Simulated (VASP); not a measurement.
# PbO2: relaxation of cell and atoms with PBE+D3(BJ)

PbO2:

```xyz
6
Lattice="5.0657 0.0000 0.0000 0.0000 5.0657 0.0000 0.0000 0.0000 3.4492" Properties=species:S:1:pos:R:3 pbc="T T T"
Pb    0.0000    0.0000    0.0000
Pb    2.5329    2.5329    1.7246
O     1.5585    1.5585    0.0000
O     0.9743    4.0914    1.7246
O     4.0914    0.9743    1.7246
O     3.5072    3.5072    0.0000
```

```yaml
Program: VASP 6.6.1
Task: relaxation of cell and atoms
Functional: PBE
Dispersion: D3(BJ)
Potentials_or_basis: VASP PAW PBE potentials, release 64 (Pb_d, O)
Cutoff: 600 eV
k_mesh: 8 × 8 × 10
Occupations: gaussian, width 0.01 eV
Spin: no spin polarisation
Dipole_correction: no
Further_INCAR_settings: ALGO = Normal; EDIFF = 1e-07; IBRION = 2; EDIFFG = -0.02; NSW = 70; ISIF = 3
```

```
Relaxed volume                        : 14.51 Å³/atom
Relaxed cell                          : a = 5.030 Å, b = 5.030 Å, c = 3.441 Å, α = 90.00°, β = 90.00°, γ = 90.00°
Space group after relaxing (to 0.1 Å) : P4_2/mnm (No. 136)
Energy gained by relaxing             : 1.4 meV/atom
Ionic steps                           : 5
Pressure after relaxing               : 0.0 GPa
Largest force after relaxing          : 0.014 eV/Å
Band gap on the k mesh                : 0.05 eV (least direct gap 0.06 eV)
Dispersion energy per atom            : -0.207 eV
```

Forces in eV/Å, atoms in the order of the input:
```
Pb   0.000  0.000  0.000
Pb   0.000  0.000  0.000
O    0.010  0.010  0.000
O   -0.010  0.010  0.000
O    0.010 -0.010  0.000
O   -0.010 -0.010  0.000
```

Stress tensor (GPa, compression positive):
```
-0.02  0.00  0.00
 0.00 -0.02  0.00
 0.00  0.00  0.08
```

The path:
| step | energy change (eV) | largest force (eV/Å) | pressure (GPa) | volume (Å³) |
| --- | --- | --- | --- | --- |
| 1 | 0.0000 | 0.0104 | -1.86 | 88.51 |
| 2 | -0.0042 | 0.0566 | 1.32 | 86.34 |
| 3 | -0.0078 | 0.0284 | 0.00 | 87.20 |
| 4 | -0.0082 | 0.0094 | 0.00 | 87.14 |
| 5 | -0.0085 | 0.0138 | 0.02 | 87.06 |

Final structure:
```
Pb O
1.0
     5.02999    0.00000    0.00000
     0.00000    5.02999    0.00000
     0.00000    0.00000    3.44111
Pb O
2 4
Direct
  0.00000 0.00000 0.00000
  0.50000 0.50000 0.50000
  0.30732 0.30732 0.00000
  0.19268 0.80732 0.50000
  0.80732 0.19268 0.50000
  0.69268 0.69268 0.00000
```

Levels at points of the mesh, in eV from the valence-band top:
| k point | band 22 | band 23 | band 24 | band 25 | band 26 | band 27 | band 28 | band 29 | band 30 | band 31 |
| --- | --- | --- | --- | --- | --- | --- | --- | --- | --- | --- |
| (0.00, 0.00, 0.00) | -0.70 | -0.61 | -0.61 | -0.54 | -0.54 | 0.11 | 4.04 | 5.80 | 5.80 | 9.63 |
| (0.50, 0.00, 0.00) | -1.27 | -0.64 | -0.64 | -0.34 | -0.34 | 2.25 | 2.25 | 6.40 | 6.40 | 9.61 |
| (0.50, 0.50, 0.00) | -1.49 | -0.66 | -0.66 | -0.44 | -0.44 | 2.64 | 2.64 | 6.64 | 6.64 | 9.96 |
| (0.00, 0.00, 0.50) | -1.96 | -1.03 | -1.03 | -0.73 | -0.73 | 3.55 | 3.55 | 8.76 | 8.76 | 9.51 |
| (0.50, 0.00, 0.50) | -1.01 | -0.71 | -0.71 | -0.21 | -0.21 | 3.85 | 3.85 | 7.20 | 7.20 | 9.76 |
| (0.50, 0.50, 0.50) | -1.83 | -0.62 | -0.62 | -0.47 | -0.47 | 2.66 | 2.66 | 8.26 | 8.26 | 9.61 |

Run time: 22 min on 1 thread of Intel Xeon 8259CL, on a shared host, peak memory 0.39 GiB.

Caveat: spin-orbit coupling is left out, which moves the levels of the heavy elements. A k mesh can miss the band edges.
